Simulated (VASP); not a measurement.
# SnO2 (C2/m) in VASP: further runs

SnO2 is run at these levels: LDA; tasks: electric field gradients.

All numbers are computed with VASP 6.6.1; they aren't measurements. Logs are shortened: lines on timing, memory, paths and dates and some standing lists are left out, and cuts for length are marked.

## Step 1: The cell of the first run

It takes space group C2/m (No. 12, monoclinic). Conventional cell: a = 6.633 Å, b = 6.767 Å, c = 3.187 Å, α = 90.00°, β = 91.63°, γ = 90.00°. Sn (site symmetry 2/m) has 6 O at 2.03 to 2.07 Å within 2.7 Å. Within 2.7 Å of Sn (site symmetry 2/m) lie 6 O at 2.02 to 2.08 Å. Within 2.7 Å of O (site symmetry m) lie 3 Sn at 2.02 to 2.08 Å and 1 O at 2.58 Å. O (site symmetry 2) has 3 Sn at 2.07 Å and 1 O at 2.63 Å within 2.7 Å.

## Step 2: Electric field gradients, LDA (equal xy, yz and zx shear strains of -2 %)

File INCAR:

```
SYSTEM = SnO2
ALGO = Normal
EDIFF = 1E-8
ENCUT = 520
ISIF = 2
ISMEAR = -1
LASPH = .TRUE.
LCHARG = .FALSE.
LEFG = .TRUE.
LREAL = .FALSE.
LWAVE = .FALSE.
NBANDS = 35
NELM = 60
PREC = Accurate
SIGMA = 0.03
```

File KPOINTS:

```
k-points
0
G
  4 4 6
  0 0 0
```

File POSCAR:

```
SnO2
1.0
    4.7373500000     -0.0473735000     -0.0473735000
   -0.0473735000      4.7373500000     -0.0473735000
   -0.0318640000     -0.0318640000      3.1864000000
Sn O
2 4
Direct
    0.0000000000      0.0000000000      0.0000000000
    0.5000000000      0.5000000000      0.5000000000
    0.3056200000      0.3056200000      0.0000000000
    0.1943800000      0.8056200000      0.5000000000
    0.6943800000      0.6943800000      0.0000000000
    0.8056200000      0.1943800000      0.5000000000
```

Potentials or basis: VASP PAW LDA potentials, release 64 (Sn_d, O).

Launch:

```sh
$ cat potpaw_LDA.64/Sn_d/POTCAR potpaw_LDA.64/O/POTCAR > POTCAR
$ mpirun -np 1 vasp_std > vasp.out
```

OUTCAR:

```text
SYSTEM = SnO2
   EDIFF = 1E-8
   ENCUT = 520
   ISIF = 2
   ISMEAR = -1
   LASPH = .TRUE.
   LREAL = .FALSE.
   NELM = 60
   PREC = Accurate

 ion  position               nearest neighbor table
   1  0.000  0.000  0.000-   3 2.03   5 2.03   4 2.07   6 2.07   4 2.07   6 2.07   2 3.64   2 3.64
                             2 3.72   2 3.72   2 3.74   2 3.74   2 3.74   2 3.74
   2  0.500  0.500  0.500-   5 2.02   3 2.02   6 2.07   4 2.07   3 2.08   5 2.08   1 3.64   1 3.64
                             1 3.72   1 3.72   1 3.74   1 3.74   1 3.74   1 3.74
   3  0.306  0.306  0.000-   2 2.02   1 2.03   2 2.08
   4  0.194  0.806  0.500-   1 2.07   1 2.07   2 2.07
   5  0.694  0.694  0.000-   2 2.02   1 2.03   2 2.08
   6  0.806  0.194  0.500-   1 2.07   1 2.07   2 2.07

  LATTYP: Found a base centered monoclinic cell.
 ALAT       =     9.0674307187
 B/A-ratio  =     0.7462555906
 C/A-ratio  =     0.3514467023
 COS(beta)  =    -0.6821016627

  Lattice vectors:

 A1 = (  -4.7054860000,   0.0792375000,  -3.1390265000)
 A2 = (   0.0792375000,  -4.7054860000,  -3.1390265000)
 A3 = (  -0.0318640000,  -0.0318640000,   3.1864000000)

Analysis of symmetry for initial positions (statically):
=====================================================================
 Subroutine PRICEL returns:
 Original cell was already a primitive cell.

 Routine SETGRP: Setting up the symmetry group for a
 base centered monoclinic supercell.

 Subroutine GETGRP returns: Found  4 space group operations
 (whereof  4 operations were pure point group operations)
 out of a pool of  4 trial point group operations.

The static configuration has the point symmetry C_2h.

Analysis of symmetry for dynamics (positions and initial velocities):
=====================================================================
 Subroutine PRICEL returns:
 Original cell was already a primitive cell.

 Routine SETGRP: Setting up the symmetry group for a
 base centered monoclinic supercell.

 Subroutine GETGRP returns: Found  4 space group operations
 (whereof  4 operations were pure point group operations)
 out of a pool of  4 trial point group operations.

The dynamic configuration has the point symmetry C_2h.

 Subroutine INISYM returns: Found  4 space group operations
 (whereof  4 operations are pure point group operations),
 and found     1 'primitive' translations

----------------------------------------------------------------------------------------

                                     Primitive cell

  volume of cell :      71.4891

  direct lattice vectors                    reciprocal lattice vectors
     4.737350000 -0.047373500 -0.047373500     0.211131130  0.002132638  0.002132638
    -0.047373500  4.737350000 -0.047373500     0.002132638  0.211131130  0.002132638
    -0.031864000 -0.031864000  3.186400000     0.003170679  0.003170679  0.313897207

  length of vectors
     4.737823711  4.737823711  3.186718624     0.211152671  0.211152671  0.313929233

  position of ions in fractional coordinates (direct lattice)
     0.000000000  0.000000000  0.000000000
     0.500000000  0.500000000  0.500000000
     0.305620000  0.305620000  0.000000000
     0.194380000  0.805620000  0.500000000
     0.694380000  0.694380000  0.000000000
     0.805620000  0.194380000  0.500000000

  ion indices of the primitive-cell ions
   primitive index   ion index
                 1           1
                 2           2
                 3           3
                 4           4
                 5           5
                 6           6

----------------------------------------------------------------------------------------

 KPOINTS: k-points

Automatic generation of k-mesh.
 Grid dimensions read from file:
 generate k-points for:    4    4    6

 Generating k-lattice:

[... 50 lines left out ...]
   NGXF,Y,Z  is equivalent  to a cutoff of  25.26, 25.26, 25.04 a.u.
 SYSTEM =  SnO2
   PREC   = accura    normal or accurate (medium, high low for compatibility)
   ISTART =      0    job   : 0-new  1-cont  2-samecut
   ICHARG =      2    charge: 1-file 2-atom 10-const
   ISPIN  =      1    spin polarized calculation?
   LNONCOLLINEAR =      F non collinear calculations
   LSORBIT =      F    spin-orbit coupling
   LASPH  =      T    aspherical Exc in radial PAW
   ENCUT  =  520.0 eV  38.22 Ry    6.18 a.u.   8.81  8.81  5.93*2*pi/ulx,y,z
   NELM   =     60;   NELMIN=  2; NELMDL= -5     # of ELM steps
   EDIFF  = 0.1E-07   stopping-criterion for ELM
   LREAL  =      F    real-space projection
   EDIFFG = 0.1E-06   stopping-criterion for IOM
   NSW    =      0    number of steps for IOM
   IBRION =     -1    ionic relax: 0-MD 1-quasi-New 2-CG
   NFREE  =      0    steps in history (QN), initial steepest desc. (CG)
   ISIF   =      2    stress and relaxation
   ISYM   =      2    0-nonsym 1-usesym 2-fastsym
   POTIM  = 0.5000    time-step for ionic-motion
   TEBEG  =    0.0;   TEEND  =   0.0 temperature during run
   PSTRESS=    0.0 pullay stress
   NELECT =      52.0000    total number of electrons
   NUPDOWN=      -1.0000    fix difference up-down
   EMIN   =  10.00;   EMAX   =-10.00  energy-range for DOS
   EFERMI =   0.00;   METHOD = LEGACY
   ISMEAR =    -1;   SIGMA  =   0.03  broadening in eV -4-tet -1-fermi 0-gaus
   EFERMI_NEDOS =   21; number of points for ismear=-14 and -15
   IALGO  =     38    algorithm
   IMIX   =      4    mixing-type and parameters
     AMIX     =   0.40;   BMIX     =  1.00
     AMIX_MAG =   1.60;   BMIX_MAG =  1.00
  volume/ion in A,a.u.               =      11.91        80.41
  Fermi-wavevector in a.u.,A,eV,Ry     =   1.472299  2.782241 29.492851  2.167663
  Thomas-Fermi vector in A             =   2.587330
   LORBIT       =      0    0 simple, 1 ext, 2 COOP (PROOUT), +10 PAW based schemes
   GGA     = CA    functional components
   LHFCALC =     F    Hartree Fock is set to
   AEXX    =    0.0000 exact exchange contribution
   IVDW    =     0    specifies the selected vdW correction
   LEPSILON=     F    determine dielectric tensor
   LRPA    =     F    only Hartree local field effects (RPA)
 non-spin polarized calculation
  energy-cutoff  :      520.00
  volume of cell :       71.49
 maximum number of plane-waves:      1940
   NGX = 17   NGY = 17   NGZ = 11

 number of electron      51.9999987 magnetization

 Free energy of the ion-electron system (eV)
  ---------------------------------------------------
  ext. energy  EPLUGINS =         0.00000000
  ---------------------------------------------------
  free energy    TOTEN  =       -42.23948398 eV

  energy without entropy =      -42.23948398  energy(sigma->0) =      -42.23948398

 E-fermi :   6.4484     XC(G=0): -11.8046

 val. band max:        5.8836239891   @ k =   0.0000   0.0000   0.0000
 cond. band min:       7.0245497863   @ k =   0.0000   0.0000   0.0000
 fundamental gap:      1.1409257972
 Fermi energy:         6.4484133577

 k-point     1 :       0.0000    0.0000    0.0000
  band No.  band energies     occupation
      1     -15.1573      2.00000
      2     -14.3746      2.00000
      3     -14.1448      2.00000
      4     -14.1066      2.00000
      5     -14.0267      2.00000
      6     -13.9915      2.00000
[... 901 lines left out ...]
     34      17.6906      0.00000
     35      18.1629      0.00000

 [... further k-points ...]
[... 5 lines left out ...]
  --------------------------------------------------------------------------------------
  -------------------------------------------------------------------------------------
  Total       -0.0151964     -0.0151964      0.4423135      1.8745381      1.0564272      1.0564272
  in kB       -0.3405744     -0.3405744      9.9129000     42.0111713     23.6760963     23.6760970
  external PRESSURE =       3.0772504 kB  Pullay stress =       0.0000000 kB

 VOLUME and BASIS-vectors are now :
 -----------------------------------------------------------------------------
  energy-cutoff  :      520.00
  volume of cell :       71.49
      direct lattice vectors                 reciprocal lattice vectors
     4.737350000 -0.047373500 -0.047373500     0.211131130  0.002132638  0.002132638
    -0.047373500  4.737350000 -0.047373500     0.002132638  0.211131130  0.002132638
    -0.031864000 -0.031864000  3.186400000     0.003170679  0.003170679  0.313897207

 POSITION                                       TOTAL-FORCE (eV/Angst)
 -----------------------------------------------------------------------------------
      0.00000      0.00000      0.00000        -0.000000      0.000000      0.000000
      2.32906      2.32906      1.54583        -0.000000      0.000000      0.000000
      1.43335      1.43335     -0.02896         0.070407      0.070407     -0.241110
      0.86675      3.79136      1.54583         0.005192     -0.005192      0.000000
      3.25663      3.25663     -0.06579        -0.070407     -0.070407      0.241110
      3.79136      0.86675      1.54583        -0.005192      0.005192      0.000000
 -----------------------------------------------------------------------------------
    total drift:                                0.000000      0.000000      0.000000

  FREE ENERGIE OF THE ION-ELECTRON SYSTEM (eV)
  ---------------------------------------------------
  free  energy   TOTEN  =       -42.2394839817 eV

  energy  without entropy=      -42.2394839816  energy(sigma->0) =      -42.23948398

 Electric field gradients (V/A^2)
---------------------------------------------------------------------
 ion       V_xx      V_yy      V_zz      V_xy      V_xz      V_yz
---------------------------------------------------------------------
   1      17.309    17.309   -34.617   -48.171     5.229     5.229
   2      32.919    32.919   -65.838    17.844   -35.257   -35.257
   3     -24.361   -24.361    48.722    81.046     0.361     0.361
   4     -22.079   -22.079    44.159   -83.110    -3.905    -3.905
   5     -24.361   -24.361    48.722    81.046     0.361     0.361
   6     -22.079   -22.079    44.159   -83.110    -3.905    -3.905
---------------------------------------------------------------------

 Electric field gradients after diagonalization (V/A^2)
 (convention: |V_zz| > |V_xx| > |V_yy|)
----------------------------------------------------------------------
 ion       V_xx      V_yy      V_zz     asymmetry (V_yy - V_xx)/ V_zz
----------------------------------------------------------------------
   1     -40.370   -25.110    65.480       0.233
   2      69.177    15.075   -84.252       0.642
   3      56.718    48.689  -105.407       0.076
   4      61.031    44.362  -105.394       0.158
   5      56.718    48.689  -105.407       0.076
   6      61.031    44.362  -105.394       0.158
----------------------------------------------------------------------

           NMR quadrupolar parameters

 Cq : quadrupolar parameter    Cq=e*Q*V_zz/h
 eta: asymmetry parameters     (V_yy - V_xx)/ V_zz
 Q  : nuclear electric quadrupole moment in mb (millibarn)
----------------------------------------------------------------------
 ion       Cq(MHz)       eta       Q (mb)
----------------------------------------------------------------------
   1       0.158       0.233       1.000
   2      -0.204       0.642       1.000
   3      -0.255       0.076       1.000
   4      -0.255       0.158       1.000
   5      -0.255       0.076       1.000
   6      -0.255       0.158       1.000
----------------------------------------------------------------------
```

Wall time 37 s (1 thread of Intel Xeon Platinum 8559C (Emerald Rapids), shared host); peak memory 0.19 GiB.

Results:

* Free energy: -42.2395 eV
* Pressure: 0.3 GPa
* Largest force: 0.261 eV/Å
* Band gap on the k mesh: 1.14 eV, direct

Forces on the atoms (eV/Å):
```
Sn   0.000  0.000  0.000
Sn   0.000  0.000  0.000
O    0.070  0.070 -0.241
O    0.005 -0.005  0.000
O   -0.070 -0.070  0.241
O   -0.005  0.005  0.000
```

Levels at points of the mesh, in eV from the valence-band top:
```tsv
k point	band 22	band 23	band 24	band 25	band 26	band 27	band 28	band 29	band 30	band 31
(0.00, 0.00, 0.00)	-1.38	-1.18	-0.87	-0.75	0.00	1.14	5.97	5.99	6.12	10.06
(0.50, 0.00, 0.00)	-1.99	-1.31	-1.16	-0.65	-0.64	4.23	4.36	6.77	6.88	10.64
(0.50, 0.50, 0.00)	-2.04	-1.46	-1.27	-1.04	-0.81	4.64	4.77	7.27	7.32	10.59
(0.00, 0.00, 0.50)	-2.66	-1.78	-1.66	-1.43	-1.14	5.98	6.03	9.39	9.52	10.33
(0.50, 0.00, 0.50)	-1.70	-1.23	-1.05	-0.79	-0.68	6.23	6.34	7.65	8.00	10.65
(0.50, 0.50, 0.50)	-2.43	-1.04	-0.97	-0.96	-0.72	4.58	4.70	8.52	8.71	10.67
```

Electric field gradients, principal values (V/Å²):
```csv
atom,least,middle,greatest (by size)
1 Sn,-25.110,-40.370,65.480
2 Sn,15.075,69.177,-84.252
3 O,48.689,56.718,-105.407
4 O,44.362,61.031,-105.394
5 O,48.689,56.718,-105.407
6 O,44.362,61.031,-105.394
```

Caveat: the cell differs from its parent crystal (equal xy, yz and zx shear strains of -2 %); without QUAD_EFG the Cq values of the log hold for a quadrupole moment of 1 mb, not for the nuclei; spin-orbit coupling is left out, which moves the levels of the heavy elements.

## Step 3: Electric field gradients, LDA (equal xy, yz and zx shear strains of -2 %)

File INCAR:

```
SYSTEM = SnO2
PREC = Accurate
ENCUT = 520
EDIFF = 1E-8
ISMEAR = -1
SIGMA = 0.03
LREAL = .False.
LASPH = .True.
NELM = 100
ALGO = Normal
ISIF = 2
LWAVE = .False.
LCHARG = .False.
GGA = CA
LEFG = .True.
NBANDS = 35
```

File KPOINTS:

```
regular mesh
0
Gamma
  4 4 6
  0 0 0
```

POSCAR is that of step 2.

Potentials or basis: VASP PAW LDA potentials, release 64 (Sn_d, O).

Launch:

```sh
$ cat potpaw_LDA.64/Sn_d/POTCAR potpaw_LDA.64/O/POTCAR > POTCAR
$ mpirun -np 1 vasp_std > vasp.out
```

OUTCAR:

```text
SYSTEM = SnO2
   PREC = Accurate
   ENCUT = 520
   EDIFF = 1E-8
   ISMEAR = -1
   LREAL = .False.
   LASPH = .True.
   NELM = 100
   ISIF = 2
   GGA = CA

 ion  position               nearest neighbor table
   1  0.000  0.000  0.000-   3 2.03   5 2.03   4 2.07   6 2.07   4 2.07   6 2.07   2 3.64   2 3.64
                             2 3.72   2 3.72   2 3.74   2 3.74   2 3.74   2 3.74
   2  0.500  0.500  0.500-   5 2.02   3 2.02   6 2.07   4 2.07   3 2.08   5 2.08   1 3.64   1 3.64
                             1 3.72   1 3.72   1 3.74   1 3.74   1 3.74   1 3.74
   3  0.306  0.306  0.000-   2 2.02   1 2.03   2 2.08
   4  0.194  0.806  0.500-   1 2.07   1 2.07   2 2.07
   5  0.694  0.694  0.000-   2 2.02   1 2.03   2 2.08
   6  0.806  0.194  0.500-   1 2.07   1 2.07   2 2.07

  LATTYP: Found a base centered monoclinic cell.
 ALAT       =     9.0674307187
 B/A-ratio  =     0.7462555906
 C/A-ratio  =     0.3514467023
 COS(beta)  =    -0.6821016627

  Lattice vectors:

 A1 = (  -4.7054860000,   0.0792375000,  -3.1390265000)
 A2 = (   0.0792375000,  -4.7054860000,  -3.1390265000)
 A3 = (  -0.0318640000,  -0.0318640000,   3.1864000000)

Analysis of symmetry for initial positions (statically):
[... 1129 lines left out ...]
    total drift:                                0.000000      0.000000      0.000000

  FREE ENERGIE OF THE ION-ELECTRON SYSTEM (eV)
  ---------------------------------------------------
  free  energy   TOTEN  =       -42.2394839817 eV

  energy  without entropy=      -42.2394839816  energy(sigma->0) =      -42.23948398

 Electric field gradients (V/A^2)
---------------------------------------------------------------------
 ion       V_xx      V_yy      V_zz      V_xy      V_xz      V_yz
---------------------------------------------------------------------
   1      17.309    17.309   -34.617   -48.171     5.229     5.229
   2      32.919    32.919   -65.838    17.844   -35.257   -35.257
   3     -24.361   -24.361    48.722    81.046     0.361     0.361
   4     -22.079   -22.079    44.159   -83.110    -3.905    -3.905
   5     -24.361   -24.361    48.722    81.046     0.361     0.361
   6     -22.079   -22.079    44.159   -83.110    -3.905    -3.905
---------------------------------------------------------------------

 Electric field gradients after diagonalization (V/A^2)
 (convention: |V_zz| > |V_xx| > |V_yy|)
----------------------------------------------------------------------
 ion       V_xx      V_yy      V_zz     asymmetry (V_yy - V_xx)/ V_zz
----------------------------------------------------------------------
   1     -40.370   -25.110    65.480       0.233
   2      69.177    15.075   -84.252       0.642
   3      56.718    48.689  -105.407       0.076
   4      61.031    44.362  -105.394       0.158
   5      56.718    48.689  -105.407       0.076
   6      61.031    44.362  -105.394       0.158
----------------------------------------------------------------------

           NMR quadrupolar parameters

 Cq : quadrupolar parameter    Cq=e*Q*V_zz/h
 eta: asymmetry parameters     (V_yy - V_xx)/ V_zz
 Q  : nuclear electric quadrupole moment in mb (millibarn)
----------------------------------------------------------------------
 ion       Cq(MHz)       eta       Q (mb)
----------------------------------------------------------------------
   1       0.158       0.233       1.000
   2      -0.204       0.642       1.000
   3      -0.255       0.076       1.000
   4      -0.255       0.158       1.000
   5      -0.255       0.076       1.000
   6      -0.255       0.158       1.000
----------------------------------------------------------------------
```

stdout:

```text
POSCAR found type information on POSCAR SnO
 POSCAR found :  2 types and       6 ions
 scaLAPACK will be used
 LDA part: xc-table for (Slater(with rela. corr.)+CA(PZ))
 , standard interpolation
 POSCAR, INCAR and KPOINTS ok, starting setup
 FFT: planning ... GRIDC
 FFT: planning ... GRID_SOFT
 FFT: planning ... GRID
 WAVECAR not read
 entering main loop
ion   1

ion   2

ion   3

ion   4

ion   5

ion   6
```

Run time: 40 s. Hardware: 1 thread of Intel Xeon Platinum 8559C (Emerald Rapids), shared host; peak memory 0.19 GiB.

What came out:

```yaml
Free_energy: -42.2395 eV
Pressure: 0.3 GPa
Largest_force: 0.261 eV/Å
Band_gap_on_the_k_mesh: 1.14 eV, direct
```

Forces on the atoms (eV/Å):
```
Sn   0.000  0.000  0.000
Sn   0.000  0.000  0.000
O    0.070  0.070 -0.241
O    0.005 -0.005  0.000
O   -0.070 -0.070  0.241
O   -0.005  0.005  0.000
```

Stress tensor (GPa, compression positive):
```
-0.03  4.20  2.37
 4.20 -0.03  2.37
 2.37  2.37  0.99
```

Electric field gradients, principal values (V/Å²):
```tsv
atom	least	middle	greatest (by size)
1 Sn	-25.110	-40.370	65.480
2 Sn	15.075	69.177	-84.252
3 O	48.689	56.718	-105.407
4 O	44.362	61.031	-105.394
5 O	48.689	56.718	-105.407
6 O	44.362	61.031	-105.394
```

Caveat: the cell differs from its parent crystal (equal xy, yz and zx shear strains of -2 %); without QUAD_EFG the Cq values of the log hold for a quadrupole moment of 1 mb, not for the nuclei; spin-orbit coupling is left out, which moves the levels of the heavy elements.

[end of part 1 of 2]
